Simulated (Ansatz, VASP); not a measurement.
One calculation of Pt, two programs

```
Pt
1.0
     2.75980    0.00000    0.00000
    -1.37990    2.39005    0.00000
     0.00000    0.00000    4.77655
Pt
2
Direct
  0.33333 0.66667 0.25000
  0.66667 0.33333 0.75000
```

Alike in both runs: functional PBE; k mesh 13 × 13 × 7; occupations fermi-dirac, width 0.05 eV; collinear spin.

Ansatz relaxed the structure, and its values are those at the end. VASP's run is a single point on that final structure, the one shown.

|  | VASP | Ansatz |
| --- | --- | --- |
| version | VASP 6.6.1 | Ansatz 0.2.0 |
| potentials or method | VASP PAW PBE potentials, release 64 (Pt), cutoff 520 eV | plane waves (420 eV) with PAW, scalar-relativistic |
| valence electrons in the cell | 20 | 36 |

```tsv
	VASP	Ansatz	Ansatz less VASP
pressure (GPa)	-0.5	0.0	+0.48
net moment per atom (μB)	0.00	0.00	0.000
```

With one functional, cell and mesh, what is left measures potentials, basis and numerics. VASP's potentials hold 20 valence electrons a cell and Ansatz's 36, so a difference there can come from the potentials and not from the codes. Ansatz's warnings: seeded moment not kept.

Neither program's run includes spin-orbit coupling.
